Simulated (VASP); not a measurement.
Here is a VASP 6.6.1 calculation.

Contents of INCAR:

```
ALGO     = Normal         # electronic algorithm
EDIFF    = 1E-6           # SCF threshold, eV
ENCUT    = 520            # plane-wave cutoff, eV
GGA      = PE             # functional
ISIF     = 2              # what is computed and relaxed
ISMEAR   = 0              # smearing method
LASPH    = True           # aspherical terms in the spheres
LCHARG   = True           # write CHGCAR
LELF     = True           # ELF
LREAL    = False          # projectors in reciprocal space
LVHAR    = True         
LWAVE    = False          # write WAVECAR
NBANDS   = 16             # bands
NELM     = 100            # most SCF steps
PREC     = Accurate       # precision mode
SIGMA    = 0.05           # smearing width, eV
```

Contents of KPOINTS:

```
k-points
0
Gamma
  8 8 8
```

POSCAR

```
CdS
1.0
    0.0000000000      2.7936000000      3.1428000000
    2.7936000000      0.0000000000      3.1428000000
    2.7936000000      2.7936000000      0.0000000000
Cd S
1 1
Direct
    0.0000000000      0.0000000000      0.0000000000
    0.7500000000      0.7500000000      0.7500000000
```

Potentials or basis: VASP PAW PBE potentials, release 64 (Cd, S).

Run with:

```console
$ cat potpaw_PBE.64/Cd/POTCAR potpaw_PBE.64/S/POTCAR > POTCAR
$ mpirun -np 1 vasp_std > vasp.out
```

What does it give for the band gap on the k mesh?

1.00 eV, direct.

What does it give for the pressure?

3.6 GPa.

Stress tensor (GPa, compression positive):
```
4.41 0.00 0.00
0.00 4.41 0.00
0.00 0.00 1.87
```

Caveat: the cell differs from its parent crystal (strain -0.040 along x and y, +0.080 along z).
